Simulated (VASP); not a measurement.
# ZnS in VASP: a series of runs

ZnS is run at these levels: PBE; tasks: relaxation of the atoms.

Everything below comes from runs of VASP 6.6.1. Logs are shortened: lines on timing, memory, paths and dates and some standing lists are left out, and cuts for length are marked.

**1. The cell of the first run**

It takes space group F-43m (No. 216, cubic). The conventional cell has a = 5.486 Å, b = 5.486 Å, c = 5.486 Å, α = 90.00°, β = 90.00°, γ = 90.00°. Within 3.1 Å of Zn (site symmetry -43m) lie 4 S at 2.38 Å. S (site symmetry -43m) has 4 Zn at 2.38 Å within 3.1 Å.

**2. Relaxation of the atoms, PBE (20.64 Å³/atom)**

Input file INCAR:

```
ALGO = Normal ; EDIFF = 1E-6
EDIFFG = -0.02 ; ENCUT = 520
GGA = PE ; IBRION = 2
ISIF = 2 ; ISMEAR = -1
LASPH = T ; LCHARG = F
LREAL = F ; LWAVE = F
NELM = 60 ; NSW = 80
PREC = Accurate ; SIGMA = 0.02
```

Input file KPOINTS:

```
k-points
0
Gamma
  14 14 14
```

Input file POSCAR:

```
ZnS
1.0
    0.0000000000      2.7428757960      2.7428757960
    2.7428757960      0.0000000000      2.7428757960
    2.7428757960      2.7428757960      0.0000000000
Zn S
1 1
Direct
    0.0000000000      0.0000000000      0.0000000000
    0.2500000000      0.2500000000      0.2500000000
```

Potentials or basis: VASP PAW PBE potentials, release 64 (Zn, S).

Command:

```console
$ cat potpaw_PBE.64/Zn/POTCAR potpaw_PBE.64/S/POTCAR > POTCAR
$ mpirun -np 1 vasp_std > vasp.out
```

OUTCAR:

```text
EDIFF = 1E-6
   EDIFFG = -0.02
   ENCUT = 520
   GGA = PE
   IBRION = 2
   ISIF = 2
   ISMEAR = -1
   LASPH = T
   LREAL = F
   NELM = 60
   NSW = 80
   PREC = Accurate

 ion  position               nearest neighbor table
   1  0.000  0.000  0.000-   2 2.38   2 2.38   2 2.38   2 2.38
   2  0.250  0.250  0.250-   1 2.38   1 2.38   1 2.38   1 2.38

  LATTYP: Found a face centered cubic cell.
 ALAT       =     5.4857515920

  Lattice vectors:

 A1 = (   0.0000000000,   2.7428757960,   2.7428757960)
 A2 = (   2.7428757960,   0.0000000000,   2.7428757960)
 A3 = (   2.7428757960,   2.7428757960,   0.0000000000)

Analysis of symmetry for initial positions (statically):
=====================================================================
 Subroutine PRICEL returns:
 Original cell was already a primitive cell.

 Routine SETGRP: Setting up the symmetry group for a
 face centered cubic supercell.

 Subroutine GETGRP returns: Found 24 space group operations
 (whereof 24 operations were pure point group operations)
 out of a pool of 48 trial point group operations.

The static configuration has the point symmetry T_d .

Analysis of symmetry for dynamics (positions and initial velocities):
=====================================================================
 Subroutine PRICEL returns:
 Original cell was already a primitive cell.

 Routine SETGRP: Setting up the symmetry group for a
 face centered cubic supercell.

 Subroutine GETGRP returns: Found 24 space group operations
 (whereof 24 operations were pure point group operations)
 out of a pool of 48 trial point group operations.

The dynamic configuration has the point symmetry T_d .

 Subroutine INISYM returns: Found 24 space group operations
 (whereof 24 operations are pure point group operations),
 and found     1 'primitive' translations

----------------------------------------------------------------------------------------

                                     Primitive cell

  volume of cell :      41.2713

  direct lattice vectors                    reciprocal lattice vectors
     0.000000000  2.742875796  2.742875796    -0.182290427  0.182290427  0.182290427
     2.742875796  0.000000000  2.742875796     0.182290427 -0.182290427  0.182290427
     2.742875796  2.742875796  0.000000000     0.182290427  0.182290427 -0.182290427

  length of vectors
     3.879012151  3.879012151  3.879012151     0.315736281  0.315736281  0.315736281

  position of ions in fractional coordinates (direct lattice)
     0.000000000  0.000000000  0.000000000
     0.250000000  0.250000000  0.250000000
[... 90 lines left out ...]
   EMIN   =  10.00;   EMAX   =-10.00  energy-range for DOS
   EFERMI =   0.00;   METHOD = LEGACY
   ISMEAR =    -1;   SIGMA  =   0.02  broadening in eV -4-tet -1-fermi 0-gaus
   EFERMI_NEDOS =   21; number of points for ismear=-14 and -15
   IALGO  =     38    algorithm
   IMIX   =      4    mixing-type and parameters
     AMIX     =   0.40;   BMIX     =  1.00
     AMIX_MAG =   1.60;   BMIX_MAG =  1.00
  volume/ion in A,a.u.               =      20.64       139.26
  Fermi-wavevector in a.u.,A,eV,Ry     =   1.241508  2.346110 20.971233  1.541342
  Thomas-Fermi vector in A             =   2.375903
   LORBIT       =      0    0 simple, 1 ext, 2 COOP (PROOUT), +10 PAW based schemes
   GGA     = PE    functional components
   LHFCALC =     F    Hartree Fock is set to
   AEXX    =    0.0000 exact exchange contribution
   IVDW    =     0    specifies the selected vdW correction
   LEPSILON=     F    determine dielectric tensor
   LRPA    =     F    only Hartree local field effects (RPA)
 conjugate gradient relaxation of ions
 non-spin polarized calculation
  energy-cutoff  :      520.00
  volume of cell :       41.27
 maximum number of plane-waves:      1139
 NGX is ok and might be reduce to    30
   NGX = 15   NGY = 15   NGZ = 15

 number of electron      17.9999998 magnetization

 Free energy of the ion-electron system (eV)
  ---------------------------------------------------
  ext. energy  EPLUGINS =         0.00000000
  ---------------------------------------------------
  free energy    TOTEN  =        -6.84901876 eV

  energy without entropy =       -6.84901876  energy(sigma->0) =       -6.84901876

 E-fermi :   2.1004     XC(G=0):  -9.4197

 val. band max:        1.6976143683   @ k =   0.0000   0.0000   0.0000
 cond. band min:       3.6170588093   @ k =   0.0000   0.0000   0.0000
 fundamental gap:      1.9194444411
 Fermi energy:         2.1003781728

 k-point     1 :       0.0000    0.0000    0.0000
  band No.  band energies     occupation
      1     -11.1392      2.00000
      2      -4.4731      2.00000
      3      -4.4731      2.00000
      4      -4.4731      2.00000
      5      -4.0268      2.00000
      6      -4.0268      2.00000
      7       1.6976      2.00000
      8       1.6976      2.00000
      9       1.6976      2.00000
     10       3.6171      0.00000
     11       8.1202      0.00000
     12       8.1202      0.00000
     13       8.1202      0.00000
[... 354 lines left out ...]
  band No.  band energies     occupation
      1     -10.6766      2.00000
      2      -4.4628      2.00000
      3      -4.3734      2.00000
      4      -4.3662      2.00000
      5      -4.0480      2.00000
      6      -4.0027      2.00000
      7      -0.9591      2.00000
      8       0.8210      2.00000
      9       0.8426      2.00000
     10       5.7522      0.00000
     11       7.2286      0.00000
     12       9.1567      0.00000
     13       9.4717      0.00000

 [... further k-points ...]

------------------------ aborting loop because EDIFF is reached ----------------------------------------

  FORCE on cell =-STRESS in cart. coord.  units (eV):
  Direction    XX          YY          ZZ          XY          YZ          ZX
  --------------------------------------------------------------------------------------
  -------------------------------------------------------------------------------------
  Total       -0.3595782     -0.3595782     -0.3595782      0.0000000      0.0000000     -0.0000000
  in kB      -13.9590372    -13.9590372    -13.9590372      0.0000000      0.0000000     -0.0000000
  external PRESSURE =     -13.9590372 kB  Pullay stress =       0.0000000 kB

 VOLUME and BASIS-vectors are now :
 -----------------------------------------------------------------------------
  energy-cutoff  :      520.00
  volume of cell :       41.27
      direct lattice vectors                 reciprocal lattice vectors
     0.000000000  2.742875796  2.742875796    -0.182290427  0.182290427  0.182290427
     2.742875796  0.000000000  2.742875796     0.182290427 -0.182290427  0.182290427
     2.742875796  2.742875796  0.000000000     0.182290427  0.182290427 -0.182290427

 POSITION                                       TOTAL-FORCE (eV/Angst)
 -----------------------------------------------------------------------------------
      0.00000      0.00000      0.00000        -0.000000      0.000000     -0.000000
      1.37144      1.37144      1.37144         0.000000     -0.000000      0.000000
 -----------------------------------------------------------------------------------
    total drift:                               -0.000000     -0.000000     -0.000000

  FREE ENERGIE OF THE ION-ELECTRON SYSTEM (eV)
  ---------------------------------------------------
  free  energy   TOTEN  =        -6.8490187618 eV

  energy  without entropy=       -6.8490187618  energy(sigma->0) =       -6.84901876

 reached required accuracy - stopping structural energy minimisation
```

CONTCAR:

```text
ZnS
   1.00000000000000
     0.0000000000000000    2.7428757959999999    2.7428757959999999
     2.7428757959999999    0.0000000000000000    2.7428757959999999
     2.7428757959999999    2.7428757959999999    0.0000000000000000
  Zn              S
     1     1
Direct
     0.0000000000000000    0.0000000000000000    0.0000000000000000
     0.2500000000000000    0.2500000000000000    0.2500000000000000

  0.00000000E+00  0.00000000E+00  0.00000000E+00
  0.00000000E+00  0.00000000E+00  0.00000000E+00
```

It used 47 s of CPU time on 1 thread of Intel(R) Xeon(R) Platinum 8488C (Sapphire Rapids), with other jobs on the host.

What came out:

```yaml
Free_energy: -6.8490 eV
Pressure_after_relaxing: -1.4 GPa
Band_gap_on_the_k_mesh: 1.92 eV
```

Final structure:
```xyz
2
Lattice="0.0000 2.7429 2.7429 2.7429 0.0000 2.7429 2.7429 2.7429 0.0000" Properties=species:S:1:pos:R:3 pbc="T T T"
Zn    0.0000    0.0000    0.0000
S     1.3714    1.3714    1.3714
```

Levels at points of the mesh, in eV from the valence-band top:
| k point | band 7 | band 8 | band 9 | band 10 | band 11 | band 12 |
| --- | --- | --- | --- | --- | --- | --- |
| (0.00, 0.00, 0.00) | 0.00 | 0.00 | 0.00 | 1.92 | 6.42 | 6.42 |
| (0.50, 0.00, 0.00) | -5.00 | -0.80 | -0.80 | 3.22 | 6.95 | 6.95 |
| (0.50, 0.50, 0.00) | -4.38 | -2.06 | -2.06 | 3.51 | 4.07 | 10.67 |

Caveat: the relaxation stopped at its first step, so nothing moved. A k mesh can miss the band edges.

**3. Relaxation of the atoms, PBE (21.03 Å³/atom)**

This run uses another cell than the first one, of 21.03 Å³/atom.

Input file INCAR:

```
SYSTEM = ZnS
ALGO = Normal
EDIFF = 1E-7
EDIFFG = -0.02
ENCUT = 520
GGA = PE
IBRION = 2
ISIF = 2
ISMEAR = -1
LASPH = .True.
LCHARG = .False.
LREAL = .False.
LWAVE = .False.
NELM = 100
NSW = 80
PREC = Accurate
SIGMA = 0.02
```

Input file KPOINTS:

```
k-points
0
Gamma
  14 14 14
  0 0 0
```

Input file POSCAR:

```
ZnS
1.0
    0.0000000000      2.7603468135      2.7603468135
    2.7603468135      0.0000000000      2.7603468135
    2.7603468135      2.7603468135      0.0000000000
Zn S
1 1
Direct
    0.0000000000      0.0000000000      0.0000000000
    0.2500000000      0.2500000000      0.2500000000
```

Potentials or basis: VASP PAW PBE potentials, release 64 (Zn, S).

Command:

```console
$ cat potpaw_PBE.64/Zn/POTCAR potpaw_PBE.64/S/POTCAR > POTCAR
$ mpirun -np 1 vasp_std > vasp.out
```

It used 50 s of CPU time on 1 thread of Intel(R) Xeon(R) Platinum 8488C (Sapphire Rapids), on a shared host.

Results (log left out):

```yaml
Free_energy: -6.8393 eV
Pressure_after_relaxing: -2.5 GPa
Band_gap_on_the_k_mesh: 1.84 eV
```

Final structure:
```yaml
crystal:
  lattice:
    - [0.00000, 2.76035, 2.76035]
    - [2.76035, 0.00000, 2.76035]
    - [2.76035, 2.76035, 0.00000]
  atoms:
    - { symbol: Zn, position: [0.00000, 0.00000, 0.00000] }
    - { symbol: S, position: [0.25000, 0.25000, 0.25000] }
```

Levels at points of the mesh, in eV from the valence-band top:
| k point | band 7 | band 8 | band 9 | band 10 | band 11 | band 12 |
| --- | --- | --- | --- | --- | --- | --- |
| (0.00, 0.00, 0.00) | 0.00 | 0.00 | 0.00 | 1.84 | 6.43 | 6.43 |
| (0.50, 0.00, 0.00) | -4.88 | -0.78 | -0.78 | 3.18 | 6.95 | 6.95 |
| (0.50, 0.50, 0.00) | -4.31 | -2.00 | -2.00 | 3.55 | 4.06 | 10.54 |

Caveat: the relaxation stopped at its first step, so nothing moved. A k mesh can miss the band edges.

**4. Relaxation of the atoms, PBE (z stretched by -3 %)**

Input file INCAR:

```
  ALGO = Normal
  EDIFF = 1E-7
  EDIFFG = -0.02
  ENCUT = 520
  GGA = PE
  IBRION = 2
  ISIF = 2
  ISMEAR = -1
  LASPH = T
  LCHARG = F
  LREAL = F
  LWAVE = F
  NELM = 100
  NSW = 80
  PREC = Accurate
  SIGMA = 0.02
```

Input file KPOINTS:

```
k-points
0
Gamma
  14 14 14
```

Input file POSCAR:

```
ZnS
1.0
    0.0000000000      2.7072500000      2.6260325000
    2.7072500000      0.0000000000      2.6260325000
    2.7072500000      2.7072500000      0.0000000000
Zn S
1 1
Direct
    0.0000000000      0.0000000000      0.0000000000
    0.2500000000      0.2500000000      0.2500000000
```

Command:

```console
$ cat potpaw_PBE.64/Zn/POTCAR potpaw_PBE.64/S/POTCAR > POTCAR
$ mpirun -np 1 vasp_std > vasp.out
```

It took 98 s on 1 thread of Oxide Virtual Turin-like, shared host; peak memory 0.22 GiB.

Results (log left out):

```yaml
Free_energy: -6.8280 eV
Pressure_after_relaxing: 3.7 GPa
Band_gap_on_the_k_mesh: 2.15 eV
```

Stress tensor (GPa, compression positive):
```
3.37 0.00 0.00
0.00 3.37 0.00
0.00 0.00 4.49
```

Final structure:
```xyz
2
Lattice="0.0000 2.7073 2.6260 2.7073 0.0000 2.6260 2.7073 2.7073 0.0000" Properties=species:S:1:pos:R:3 pbc="T T T"
Zn    0.0000    0.0000    0.0000
S     1.3536    1.3536    1.3130
```

Levels at points of the mesh, in eV from the valence-band top:
| k point | band 6 | band 7 | band 8 | band 9 | band 10 | band 11 | band 12 | band 13 |
| --- | --- | --- | --- | --- | --- | --- | --- | --- |
| (0.00, 0.00, 0.00) | -5.97 | -0.10 | -0.10 | 0.00 | 2.15 | 6.32 | 6.32 | 6.32 |
| (0.50, 0.00, 0.00) | -5.77 | -5.51 | -1.05 | -0.89 | 3.28 | 6.71 | 7.00 | 8.91 |
| (0.50, 0.50, 0.00) | -5.72 | -4.60 | -2.48 | -2.48 | 3.18 | 3.81 | 11.32 | 12.03 |
| (0.50, 0.00, 0.50) | -5.77 | -4.78 | -2.35 | -2.28 | 3.34 | 4.11 | 10.96 | 11.94 |

Caveat: the cell differs from its parent crystal (z stretched by -3 %); the relaxation stopped at its first step, so nothing moved.

**5. Summary**

| cell | gap on the mesh (eV) | pressure (GPa) |
| --- | --- | --- |
| atoms relaxed from a = 3.879 Å, angles 60.0°, 2 atoms | 1.92 | -1.4 |
| atoms relaxed from a = 3.904 Å, angles 60.0°, 2 atoms | 1.84 | -2.5 |
| atoms relaxed from a = 3.772, b = 3.772, c = 3.829 Å, angles 59.5, 59.5, 61.0°, 2 atoms | 2.15 | 3.7 |

Alike in all rows: task relaxation of the atoms; level PBE; potentials or basis VASP PAW PBE potentials, release 64 (Zn, S); no spin polarisation; k mesh 14 × 14 × 14; cutoff (eV) 520; smearing fermi-dirac 0.02 eV.

Caveats: the relaxation stopped at its first step, so nothing moved.

Absolute energies hang on the potentials; compare differences alone.
